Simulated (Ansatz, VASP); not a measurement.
**HfO2 in VASP and in Ansatz**

Contents of INCAR:

```
SYSTEM = HfO2
PREC = Accurate
ENCUT = 520
EDIFF = 1E-6
ISMEAR = -5
SIGMA = 0.05
LREAL = .FALSE.
LASPH = .TRUE.
NELM = 150
ALGO = Normal
ISIF = 2
LWAVE = .FALSE.
LCHARG = .FALSE.
LMAXMIX = 4
LDAU = .TRUE.
LDAUTYPE = 2
LDAUL = 2 -1
LDAUU = 6.5 0
LDAUJ = 0 0
LDAUPRINT = 1
GGA = PS
IVDW = 12
NBANDS = 18
```

File KPOINTS:

```
regular mesh
0
G
  9 9 9
  0 0 0
```

Contents of POSCAR:

```
HfO2
1.0
    0.0000000000      2.5229349520      2.5229349520
    2.5229349520      0.0000000000      2.5229349520
    2.5229349520      2.5229349520      0.0000000000
Hf O
1 2
Direct
    0.0000000000      0.0000000000      0.0000000000
    0.7500000000      0.7500000000      0.7500000000
    0.2500000000      0.2500000000      0.2500000000
```

File input.yaml:

```yaml
crystal:
  lattice:
    - [0.0, 2.522934952, 2.522934952]
    - [2.522934952, 0.0, 2.522934952]
    - [2.522934952, 2.522934952, 0.0]
  atoms:
    - { symbol: Hf, position: [0.0, 0.0, 0.0] }
    - { symbol: O, position: [0.75, 0.75, 0.75] }
    - { symbol: O, position: [0.25, 0.25, 0.25] }
hamiltonian:
  xc: pbesol
  pseudopotentials: { kind: paw }
  dispersion: d3bj
  hubbard: { sites: [{ species: Hf, l: d, u_eff: 6.5 }] }
kpoints:
  mp_grid: { grid: [9, 9, 9] }
scf:
  occupations: { method: tetrahedron }
output:
  forces: true
  stress: true
  write_density: true
  write_potential: true
  elf: true
  volumetric_format: npy
```

Alike in both runs: task single point; functional PBEsol; dispersion D3(BJ); k mesh 9 × 9 × 9; occupations tetrahedron; no spin polarisation; Hubbard terms Hf d U = 6.5 eV.

|  | VASP | Ansatz |
| --- | --- | --- |
| version | VASP 6.6.1 | Ansatz 0.2.0 |
| potentials or method | VASP PAW PBE potentials, release 64 (Hf_pv, O) | Ansatz PAW |
| plane-wave cutoff (eV) | 520 | 420 |
| valence electrons in the cell | 22 | 38 |

|  | VASP | Ansatz | Ansatz less VASP |
| --- | --- | --- | --- |
| gap on the k mesh at the Fermi level (eV) | 4.60 | 5.01 | +0.413 |
| least direct gap on the mesh (eV) | 4.73 | 5.13 | +0.403 |
| pressure (GPa) | 12.3 | 6.8 | -5.43 |

VASP's potentials were made for PBE, not for PBEsol. The programs project onto different local orbitals, so the same U acts differently, and such runs can settle in different states. VASP's potentials hold 22 valence electrons a cell and Ansatz's 38, so a difference there can come from the potentials and not from the codes.

Spin-orbit coupling is off throughout. Noted on Ansatz's run: odd divisions of the mesh miss points on the zone boundary, where band edges often lie, so the gap on the mesh can be too wide.
